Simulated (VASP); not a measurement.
# C (C2/m) in VASP: notebook

The runs below take C through single point, with r2SCAN.

All numbers are computed with VASP 6.6.1; they aren't measurements. Logs are shortened: lines on timing, memory, paths and dates and some standing lists are left out, and cuts for length are marked.

**1. The cell of the first run**

Symmetry: C2/m, No. 12, monoclinic system. The conventional cell has a = 4.254 Å, b = 2.456 Å, c = 10.629 Å, α = 90.00°, β = 93.78°, γ = 90.00°. Within 1.9 Å of C (site symmetry m) lie 3 C at 1.42 Å. C (site symmetry m) has 3 C at 1.42 Å within 1.9 Å. Within 1.9 Å of C (site symmetry m) lie 3 C at 1.42 Å.

**2. Single point, r2SCAN (layers slid over each other)**

File POSCAR:

```
C
1.0
   -2.1268362731      1.2279462884      0.0110113261
   -2.1268362731     -1.2279462884      0.0110113261
   -0.6459339296      0.0000000000     10.6088559003
C
6
Direct
    0.0277756666      0.0277756666      0.8333543263
    0.4722201110      0.4722201110      0.1666876596
    0.7499978888      0.7499978888      0.5000209930
    0.1388854445      0.1388854445      0.1666790070
    0.4166632223      0.4166632223      0.5000123404
    0.6944410001      0.6944410001      0.8333456737
```

File INCAR.step1:

```
  PREC = Accurate
  ENCUT = 520
  ISMEAR = 0
  SIGMA = 0.05
  LREAL = False
  LASPH = True
  NELM = 60
  NBANDS = 21
  GGA = PE
  ALGO = Normal
  EDIFF = 1E-4
  LWAVE = True
  LCHARG = False
```

File INCAR.step2:

```
  PREC = Accurate
  ENCUT = 520
  EDIFF = 1E-6
  ISMEAR = 0
  SIGMA = 0.05
  LREAL = False
  LASPH = True
  NELM = 60
  ALGO = Normal
  ISIF = 2
  LWAVE = False
  LCHARG = True
  METAGGA = R2SCAN
  LMIXTAU = True
  LELF = True
  LVHAR = True
  NBANDS = 21
  ISTART = 1
```

File KPOINTS:

```
regular mesh
0
Gamma
  12 12 3
```

Potentials or basis: VASP PAW PBE potentials, release 64 (C).

The run is started by

```
$ cat potpaw_PBE.64/C/POTCAR > POTCAR
$ cp INCAR.step1 INCAR
$ mpirun -np 1 vasp_std > vasp.out
$ cp INCAR.step2 INCAR
$ mpirun -np 1 vasp_std > vasp.out
```

OUTCAR:

```text
PREC = Accurate
   ENCUT = 520
   EDIFF = 1E-6
   ISMEAR = 0
   LREAL = False
   LASPH = True
   NELM = 60
   ISIF = 2
   METAGGA = R2SCAN
   ISTART = 1

 ion  position               nearest neighbor table
   1  0.028  0.028  0.833-   6 1.42   6 1.42   6 1.42
   2  0.472  0.472  0.167-   4 1.42   4 1.42   4 1.42
   3  0.750  0.750  0.500-   5 1.42   5 1.42   5 1.42
   4  0.139  0.139  0.167-   2 1.42   2 1.42   2 1.42
   5  0.417  0.417  0.500-   3 1.42   3 1.42   3 1.42
   6  0.694  0.694  0.833-   1 1.42   1 1.42   1 1.42

  LATTYP: Found a base centered monoclinic cell.
 ALAT       =     4.2537295550
 B/A-ratio  =     0.5773504274
 C/A-ratio  =     2.4986313384
 COS(beta)  =    -0.0659406237

  Lattice vectors:

 A1 = (   2.1268362731,  -1.2279462884,  -0.0110113261)
 A2 = (   2.1268362731,   1.2279462884,  -0.0110113261)
 A3 = (  -0.6459339296,   0.0000000000,  10.6088559003)

Analysis of symmetry for initial positions (statically):
=====================================================================
 Subroutine PRICEL returns:
 Original cell was already a primitive cell.

 Routine SETGRP: Setting up the symmetry group for a
 base centered monoclinic supercell.

 Subroutine GETGRP returns: Found  4 space group operations
 (whereof  2 operations were pure point group operations)
 out of a pool of  4 trial point group operations.

The static configuration has the point symmetry C_1h.
 The point group associated with its full space group is C_2h.

Analysis of symmetry for dynamics (positions and initial velocities):
=====================================================================
 Subroutine PRICEL returns:
 Original cell was already a primitive cell.

 Routine SETGRP: Setting up the symmetry group for a
 base centered monoclinic supercell.

 Subroutine GETGRP returns: Found  4 space group operations
 (whereof  2 operations were pure point group operations)
 out of a pool of  4 trial point group operations.

The dynamic configuration has the point symmetry C_1h.
 The point group associated with its full space group is C_2h.

 Subroutine INISYM returns: Found  4 space group operations
 (whereof  2 operations are pure point group operations),
 and found     1 'primitive' translations

----------------------------------------------------------------------------------------
[... 101 lines left out ...]
   EDIFF  = 0.1E-05   stopping-criterion for ELM
   LREAL  =      F    real-space projection
   EDIFFG = 0.1E-04   stopping-criterion for IOM
   NSW    =      0    number of steps for IOM
   IBRION =     -1    ionic relax: 0-MD 1-quasi-New 2-CG
   NFREE  =      0    steps in history (QN), initial steepest desc. (CG)
   ISIF   =      2    stress and relaxation
   ISYM   =      2    0-nonsym 1-usesym 2-fastsym
   POTIM  = 0.5000    time-step for ionic-motion
   TEBEG  =    0.0;   TEEND  =   0.0 temperature during run
   PSTRESS=    0.0 pullay stress
   NELECT =      24.0000    total number of electrons
   NUPDOWN=      -1.0000    fix difference up-down
   EMIN   =  10.00;   EMAX   =-10.00  energy-range for DOS
   EFERMI =   0.00;   METHOD = LEGACY
   ISMEAR =     0;   SIGMA  =   0.05  broadening in eV -4-tet -1-fermi 0-gaus
   EFERMI_NEDOS =   21; number of points for ismear=-14 and -15
   IALGO  =     38    algorithm
   IMIX   =      4    mixing-type and parameters
     AMIX     =   0.40;   BMIX     =  1.00
     AMIX_MAG =   1.60;   BMIX_MAG =  1.00
  volume/ion in A,a.u.               =       9.23        62.30
  Fermi-wavevector in a.u.,A,eV,Ry     =   1.238759  2.340915 20.878471  1.534524
  Thomas-Fermi vector in A             =   2.373271
   LORBIT       =      0    0 simple, 1 ext, 2 COOP (PROOUT), +10 PAW based schemes
   METAGGA = R2SCAN    functional components
   LHFCALC =     F    Hartree Fock is set to
   AEXX    =    0.0000 exact exchange contribution
   IVDW    =     0    specifies the selected vdW correction
   LEPSILON=     F    determine dielectric tensor
   LRPA    =     F    only Hartree local field effects (RPA)
 non-spin polarized calculation
 Gauss-broadening in eV      SIGMA  =   0.05
  energy-cutoff  :      520.00
  volume of cell :       55.40
 maximum number of plane-waves:      1518
   NGX =  9   NGY =  9   NGZ = 39

 number of electron      23.9999994 magnetization

 Free energy of the ion-electron system (eV)
  ---------------------------------------------------
  ext. energy  EPLUGINS =         0.00000000
  ---------------------------------------------------
  free energy    TOTEN  =       -59.61956266 eV

  energy without entropy =      -59.61956261  energy(sigma->0) =      -59.61956264

 E-fermi :   4.2384     XC(G=0): -10.7702

 val. band max:        4.0881299040   @ k =  -0.3333   0.3333   0.0000
 cond. band min:       4.3879174709   @ k =  -0.3333   0.3333   0.0000
 fundamental gap:      0.2997875669
 Fermi energy:         4.2384216489

 k-point     1 :       0.0000    0.0000    0.0000
  band No.  band energies     occupation
      1     -16.6988      2.00000
      2     -16.5541      2.00000
      3     -16.5539      2.00000
      4      -4.2674      2.00000
      5      -4.2671      2.00000
      6      -3.0709      2.00000
[... 565 lines left out ...]
     20      16.2044      0.00000
     21      16.3317      0.00000

 [... further k-points ...]

------------------------ aborting loop because EDIFF is reached ----------------------------------------

  FORCE on cell =-STRESS in cart. coord.  units (eV):
  Direction    XX          YY          ZZ          XY          YZ          ZX
  --------------------------------------------------------------------------------------
  -------------------------------------------------------------------------------------
  Total        0.3517539      0.3973760     -0.0960940      0.0000000      0.0000000      0.0201859
  in kB       10.1735966     11.4930986     -2.7792774      0.0000000      0.0000000      0.5838263
  external PRESSURE =       6.2958059 kB  Pullay stress =       0.0000000 kB

 VOLUME and BASIS-vectors are now :
 -----------------------------------------------------------------------------
  energy-cutoff  :      520.00
  volume of cell :       55.40
      direct lattice vectors                 reciprocal lattice vectors
    -2.126836273  1.227946288  0.011011326    -0.235165100  0.407183934 -0.014318332
    -2.126836273 -1.227946288  0.011011326    -0.235165100 -0.407183934 -0.014318332
    -0.645933930  0.000000000 10.608855900     0.000488173  0.000000000  0.094290594

 POSITION                                       TOTAL-FORCE (eV/Angst)
 -----------------------------------------------------------------------------------
     -0.65644      0.00000      8.84155         0.000133      0.000000      0.005265
     -2.11634      0.00000      1.77876         0.002564      0.000000      0.010485
     -3.51323      0.00000      5.32117        -0.001139      0.000000      0.011009
     -0.69844      0.00000      1.77133        -0.000133      0.000000     -0.005265
     -2.09532      0.00000      5.31373         0.001139      0.000000     -0.011009
     -3.49221      0.00000      8.85614        -0.002564      0.000000     -0.010485
 -----------------------------------------------------------------------------------
    total drift:                               -0.000000      0.000000     -0.000001

  FREE ENERGIE OF THE ION-ELECTRON SYSTEM (eV)
  ---------------------------------------------------
  free  energy   TOTEN  =       -59.6195626639 eV

  energy  without entropy=      -59.6195626099  energy(sigma->0) =      -59.61956264
```

Wall time 9.6 min (1 thread of Intel Xeon Platinum 8375C at 2.90GHz (Ice Lake), shared host); peak memory 0.22 GiB.

What came out:

| Quantity | Value |
| --- | --- |
| Free energy | -59.6196 eV |
| Pressure | 0.6 GPa |
| Largest force | 0.011 eV/Å |

Forces in eV/Å, atoms in the order of the input:
```
C    0.000  0.000  0.005
C    0.003  0.000  0.010
C   -0.001  0.000  0.011
C    0.000  0.000 -0.005
C    0.001  0.000 -0.011
C   -0.003  0.000 -0.010
```

Stress tensor (GPa, compression positive):
```
 1.02  0.00  0.06
 0.00  1.15  0.00
 0.06  0.00 -0.28
```

Caveat: the cell differs from its parent crystal (layers slid over each other); the PAW data sets were made with another functional, which shifts forces and pressure a little.

**3. Single point, r2SCAN (layers slid over each other)**

File POSCAR:

```
C
1.0
   -2.1268362731      1.2279462884      0.0110113261
   -2.1268362731     -1.2279462884      0.0110113261
   -2.0638247783      0.0000000000     10.6161967844
C
6
Direct
   -0.2500091089     -0.2500091088      0.8333543263
    0.4166575578      0.4166575578      0.1666876596
    0.5833242245      0.5833242245      0.5000209930
    0.0833257755      0.0833257755      0.1666790070
    0.2499924422      0.2499924422      0.5000123404
    0.4166591089      0.4166591089      0.8333456737
```

File INCAR.step1:

```
SYSTEM = C
PREC = Accurate ; ENCUT = 520
ISMEAR = 0 ; SIGMA = 0.05
LREAL = .False. ; LASPH = .True.
NELM = 80 ; NBANDS = 21
GGA = PE ; ALGO = Normal
EDIFF = 1E-4 ; LWAVE = .True.
LCHARG = .False.
```

File INCAR.step2:

```
SYSTEM = C
PREC = Accurate ; ENCUT = 520
EDIFF = 1E-7 ; ISMEAR = 0
SIGMA = 0.05 ; LREAL = .False.
LASPH = .True. ; NELM = 80
ALGO = Normal ; ISIF = 2
LWAVE = .False. ; LCHARG = .False.
METAGGA = R2SCAN ; LMIXTAU = .True.
NBANDS = 21 ; ISTART = 1
```

File KPOINTS:

```
Automatic mesh
0
Gamma
  12 12 3
  0 0 0
```

Potentials or basis: VASP PAW PBE potentials, release 64 (C).

The run is started by

```
$ cat potpaw_PBE.64/C/POTCAR > POTCAR
$ cp INCAR.step1 INCAR
$ mpirun -np 1 vasp_std > vasp.out
$ cp INCAR.step2 INCAR
$ mpirun -np 1 vasp_std > vasp.out
```

It took 9.9 min on 1 thread of Intel Xeon Platinum 8375C at 2.90GHz (Ice Lake), shared host; peak memory 0.22 GiB.

Results (log left out):

```yaml
Free_energy: -59.6140 eV
Pressure: 0.7 GPa
Largest_force: 0.016 eV/Å
```

Forces on the atoms (eV/Å):
```
C   -0.005  0.000 -0.005
C    0.008  0.000  0.014
C   -0.004  0.000  0.009
C    0.005  0.000  0.005
C    0.004  0.000 -0.009
C   -0.008  0.000 -0.014
```

Stress tensor (GPa, compression positive):
```
 1.08  0.00  0.17
 0.00  1.01  0.00
 0.17  0.00 -0.10
```

Caveat: the cell differs from its parent crystal (layers slid over each other); the PAW data sets were made with another functional, which shifts forces and pressure a little.

**4. Single point, r2SCAN (layers slid over each other)**

File POSCAR:

```
C
1.0
   -2.1268362731      1.2279462884      0.0110113261
   -2.1268362731     -1.2279462884      0.0110113261
   -3.4817156270      0.0000000000     10.6235376685
C
6
Direct
   -0.5277938843     -0.5277938843      0.8333543263
    0.3610950046      0.3610950046      0.1666876596
    0.4166505602      0.4166505602      0.5000209930
    0.0277661065      0.0277661065      0.1666790070
    0.0833216621      0.0833216621      0.5000123404
    0.1388772176      0.1388772176      0.8333456737
```

File INCAR.step1:

```
PREC = Accurate
ENCUT = 520
ISMEAR = 0
SIGMA = 0.05
LREAL = False
LASPH = True
NELM = 80
NBANDS = 21
GGA = PE
ALGO = Normal
EDIFF = 1E-4
LWAVE = True
LCHARG = False
```

File INCAR.step2:

```
PREC = Accurate
ENCUT = 520
EDIFF = 1E-6
ISMEAR = 0
SIGMA = 0.05
LREAL = False
LASPH = True
NELM = 80
ALGO = Normal
ISIF = 2
LWAVE = False
LCHARG = False
METAGGA = R2SCAN
LMIXTAU = True
NBANDS = 21
ISTART = 1
```

File KPOINTS:

```
Automatic mesh
0
Gamma
  12 12 3
```

Potentials or basis: VASP PAW PBE potentials, release 64 (C).

The run is started by

```
$ cat potpaw_PBE.64/C/POTCAR > POTCAR
$ cp INCAR.step1 INCAR
$ mpirun -np 1 vasp_std > vasp.out
$ cp INCAR.step2 INCAR
$ mpirun -np 1 vasp_std > vasp.out
```

OUTCAR:

```text
PREC = Accurate
   ENCUT = 520
   EDIFF = 1E-6
   ISMEAR = 0
   LREAL = False
   LASPH = True
   NELM = 80
   ISIF = 2
   METAGGA = R2SCAN
   ISTART = 1

 ion  position               nearest neighbor table
   1  0.472  0.472  0.833-   6 1.42   6 1.42   6 1.42
   2  0.361  0.361  0.167-   4 1.42   4 1.42   4 1.42
   3  0.417  0.417  0.500-   5 1.42   5 1.42   5 1.42
   4  0.028  0.028  0.167-   2 1.42   2 1.42   2 1.42
   5  0.083  0.083  0.500-   3 1.42   3 1.42   3 1.42
   6  0.139  0.139  0.833-   1 1.42   1 1.42   1 1.42

  LATTYP: Found a base centered monoclinic cell.
 ALAT       =     4.2537295550
 B/A-ratio  =     0.5773504274
 C/A-ratio  =     2.4988855124
 COS(beta)  =    -0.0674588826

  Lattice vectors:

 A1 = (  -2.1268362731,   1.2279462884,   0.0110113261)
 A2 = (  -2.1268362731,  -1.2279462884,   0.0110113261)
 A3 = (   0.7719569192,   0.0000000000,  10.6015150163)

Analysis of symmetry for initial positions (statically):
=====================================================================
 Subroutine PRICEL returns:
 Original cell was already a primitive cell.

 Routine SETGRP: Setting up the symmetry group for a
[... 182 lines left out ...]
 fundamental gap:      0.1985598468
 Fermi energy:         4.2398196625

 k-point     1 :       0.0000    0.0000    0.0000
  band No.  band energies     occupation
      1     -16.6979      2.00000
      2     -16.5534      2.00000
      3     -16.5527      2.00000
      4      -4.2683      2.00000
      5      -4.2652      2.00000
      6      -3.0696      2.00000
[... 565 lines left out ...]
     20      16.0788      0.00000
     21      16.4200      0.00000

 [... further k-points ...]

------------------------ aborting loop because EDIFF is reached ----------------------------------------

  FORCE on cell =-STRESS in cart. coord.  units (eV):
  Direction    XX          YY          ZZ          XY          YZ          ZX
  --------------------------------------------------------------------------------------
  -------------------------------------------------------------------------------------
  Total        0.3710849      0.3448460     -0.0389051      0.0000000      0.0000000     -0.0813190
  in kB       10.7326964      9.9738003     -1.1252311      0.0000000      0.0000000     -2.3519461
  external PRESSURE =       6.5270885 kB  Pullay stress =       0.0000000 kB

 VOLUME and BASIS-vectors are now :
 -----------------------------------------------------------------------------
  energy-cutoff  :      520.00
  volume of cell :       55.40
      direct lattice vectors                 reciprocal lattice vectors
    -2.126836273  1.227946288  0.011011326    -0.235490548  0.407183934 -0.077178728
    -2.126836273 -1.227946288  0.011011326    -0.235490548 -0.407183934 -0.077178728
    -3.481715627  0.000000000 10.623537668     0.000488173  0.000000000  0.094290594

 POSITION                                       TOTAL-FORCE (eV/Angst)
 -----------------------------------------------------------------------------------
     -4.91011      0.00000      8.86357         0.008408      0.000000     -0.002394
     -2.11634      0.00000      1.77876        -0.007779      0.000000      0.017803
     -3.51323      0.00000      5.32117         0.003132      0.000000      0.009942
     -0.69844      0.00000      1.77133        -0.008408      0.000000      0.002394
     -2.09532      0.00000      5.31373        -0.003132      0.000000     -0.009942
     -3.49221      0.00000      8.85614         0.007779      0.000000     -0.017803
 -----------------------------------------------------------------------------------
    total drift:                                0.000000      0.000000      0.000000

  FREE ENERGIE OF THE ION-ELECTRON SYSTEM (eV)
  ---------------------------------------------------
  free  energy   TOTEN  =       -59.6152373782 eV

  energy  without entropy=      -59.6152266970  energy(sigma->0) =      -59.61523204
```

OUTCAR.step1:

```text
PREC = Accurate
   ENCUT = 520
   ISMEAR = 0
   LREAL = False
   LASPH = True
[... 816 lines left out ...]
     -3.51323      0.00000      5.32117         0.002951      0.000000      0.015084
     -0.69844      0.00000      1.77133        -0.008137      0.000000     -0.002229
     -2.09532      0.00000      5.31373        -0.002951      0.000000     -0.015084
     -3.49221      0.00000      8.85614         0.005640      0.000000     -0.020228
 -----------------------------------------------------------------------------------
    total drift:                                0.000000     -0.000000     -0.000000

  FREE ENERGIE OF THE ION-ELECTRON SYSTEM (eV)
  ---------------------------------------------------
  free  energy   TOTEN  =       -55.2929833623 eV

  energy  without entropy=      -55.2929659742  energy(sigma->0) =      -55.29297467
```

It took 8.8 min on 1 thread of Intel Xeon Platinum 8375C at 2.90GHz (Ice Lake), shared host; peak memory 0.22 GiB.

What came out:

```yaml
Free_energy: -59.6152 eV
Pressure: 0.7 GPa
Largest_force: 0.019 eV/Å
```

Forces in eV/Å, atoms in the order of the input:
```
C    0.008  0.000 -0.002
C   -0.008  0.000  0.018
C    0.003  0.000  0.010
C   -0.008  0.000  0.002
C   -0.003  0.000 -0.010
C    0.008  0.000 -0.018
```

Caveat: the cell differs from its parent crystal (layers slid over each other); the PAW data sets were made with another functional, which shifts forces and pressure a little.

**5. Overview**

```tsv
cell	pressure (GPa)	largest force (eV/Å)
a = 2.456, b = 2.456, c = 10.629 Å, angles 86.7, 86.7, 60.0°, 6 atoms	0.6	0.01
a = 2.456, b = 2.456, c = 10.815 Å, angles 80.2, 80.2, 60.0°, 6 atoms	0.7	0.02
a = 2.456, b = 2.456, c = 11.180 Å, angles 74.1, 74.1, 60.0°, 6 atoms	0.7	0.02
```

Alike in all rows: task single point; level r2SCAN; potentials or basis VASP PAW PBE potentials, release 64 (C); no spin polarisation; k mesh 12 × 12 × 3; cutoff (eV) 520; smearing gaussian 0.05 eV.

Caveats: the PAW data sets were made with another functional, which shifts forces and pressure a little.

Absolute energies hang on the potentials; compare differences alone.
